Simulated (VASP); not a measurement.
Input of a VASP 6.6.1 run:

File INCAR:

```
SYSTEM = Ti
  PREC = Accurate
  ENCUT = 600
  EDIFF = 1E-6
  ISMEAR = 0
  SIGMA = 0.1
  LREAL = .FALSE.
  LASPH = .TRUE.
  NELM = 80
  ALGO = Fast
  ISIF = 3
  LWAVE = .FALSE.
  LCHARG = .FALSE.
  GGA = PE
  IBRION = 2
  NSW = 90
  EDIFFG = -0.04
```

File KPOINTS:

```
Automatic mesh
0
G
  6 6 6
  0 0 0
```

The input POSCAR:

```
Ti
1.0
    2.6823919889      0.0000000000      0.0000000000
    0.0000000000      2.6823919889      0.0000000000
    0.0000000000      0.0000000000      2.7483673331
Ti
1
Direct
    0.0000000000      0.0000000000      0.0000000000
```

Potentials or basis: VASP PAW PBE potentials, release 64 (Ti_sv).

The run is started by

```bash
$ cat potpaw_PBE.64/Ti_sv/POTCAR > POTCAR
$ mpirun -np 1 vasp_std > vasp.out
```

(1) Predict the relaxed volume.

(2) Predict the space group after relaxing (to 0.1 Å).

(3) Estimate the relaxed cell.

Results:

(1) 18.27 Å³/atom.

(2) Pm-3m (No. 221).

(3) a = 2.640 Å, b = 2.640 Å, c = 2.620 Å, α = 90.00°, β = 90.00°, γ = 90.00°.

Caveat: the k points lie up to 0.40 Å⁻¹ apart in the final cell, too coarse for converged energies and pressures of a metal.
